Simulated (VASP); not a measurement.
Sb, 1 atom in the cell. The structure is tetragonal, space group I4/mmm (No. 139). The conventional cell has a = 3.195 Å, b = 3.195 Å, c = 5.495 Å, α = 90.00°, β = 90.00°, γ = 90.00°. Within 4.2 Å of Sb (site symmetry 4/mmm) lie 12 Sb at 3.19 to 3.56 Å. 

| Quantity | Value |
| --- | --- |
| Program | VASP 6.6.1 |
| Task | single point |
| Functional | LDA |
| Potentials or basis | VASP PAW LDA potentials, release 64 (Sb) |
| Cutoff | 520 eV |
| k mesh | 12 × 12 × 12 |
| Occupations | fermi-dirac, width 0.05 eV |
| Spin | no spin polarisation |
| Dipole correction | no |
| Further INCAR settings | ALGO = Normal; EDIFF = 1e-06; NBANDS = 8 |

Potentials or basis: VASP PAW LDA potentials, release 64 (Sb).

Command:

```sh
$ cat potpaw_LDA.64/Sb/POTCAR > POTCAR
$ mpirun -np 1 vasp_std > vasp.out
```

Hardware: 1 thread of Intel(R) Xeon(R) 6975P-C (Granite Rapids), on a shared host.

Q: How long does it take, and how much memory?

A: Wall time 12 s on 1 thread of Intel(R) Xeon(R) 6975P-C (Granite Rapids) (shared host), peak memory 0.16 GiB. Counts: scf iterations 9, k points 163.
